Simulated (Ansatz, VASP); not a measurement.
# NbSnSe4: VASP beside Ansatz

```xyz
6
Lattice="6.0859 0.0000 0.0000 -3.0430 5.2705 0.0000 0.0000 0.0000 4.7172" Properties=species:S:1:pos:R:3 pbc="T T T"
Nb    0.0000    0.0000    0.0000
Sn    0.0000    3.5137    0.0000
Se    3.0430    1.7568    0.0000
Se    4.5483    2.6259    2.3586
Se    1.5376    2.6259    2.3586
Se    3.0430    0.0187    2.3586
```

Change from the starting cell: species swapped into the CeGaCu4 type (P-6m2, No. 187).

Alike in both runs: task relaxation of cell and atoms; functional PBE; k mesh 2 × 2 × 3; occupations gaussian, width 0.15 eV; no spin polarisation.

```csv
,VASP,Ansatz
version,VASP 6.6.1,Ansatz 0.2.0
potentials or method,"VASP PAW PBE potentials, release 64 (Nb_sv, Sn_d, Se), cutoff 500 eV","scalar-relativistic, plane waves, PAW"
valence electrons in the cell,51,91
```

```tsv
	VASP	Ansatz	Ansatz less VASP
gap on the k mesh at the Fermi level, each at its own relaxed structure (eV)	none	none	-
relaxed volume (Å³/atom)	22.73	22.87	+0.134
relaxed cell length with the largest relative difference (Å)	5.422	5.445	+0.0237
```

A gap of «none» marks a metal or a gap that the smearing closes. VASP's potentials hold 51 valence electrons a cell and Ansatz's 91, so a difference there can come from the potentials and not from the codes.

The k mesh is coarse, so the values compare programs but aren't converged.
